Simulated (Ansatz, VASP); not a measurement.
# HfN in VASP and in Ansatz

```
Hf N
1.0
     3.47164    0.00000    0.00000
     1.73582    3.00653    0.00000
     1.73582    1.00218    2.83458
Hf N
1 1
Cartesian
  0.0000 0.0000 0.0000
  1.7358 1.0022 0.7086
```

Alike in both runs: task single point; functional PBE; k mesh 9 × 9 × 9; occupations gaussian, width 0.1 eV; no spin polarisation.

|  | VASP | Ansatz |
| --- | --- | --- |
| version | VASP 6.6.1 | Ansatz 0.2.0 |
| potentials or method | VASP PAW PBE potentials, release 64 (Hf_pv, N), cutoff 520 eV | all-electron LAPW, scalar-relativistic |

VASP gave:

| Property | Result |
| --- | --- |
| gap on the k mesh at the Fermi level (eV) | none |
| pressure (GPa) | -0.3 |

What did Ansatz give for the same quantities?

gap on the k mesh at the Fermi level (eV): none; pressure (GPa): 0.7.

A gap of «none» marks a metal or a gap that the smearing closes. Ansatz ran all-electron here, and VASP with PAW potentials.

Neither program's run includes spin-orbit coupling.
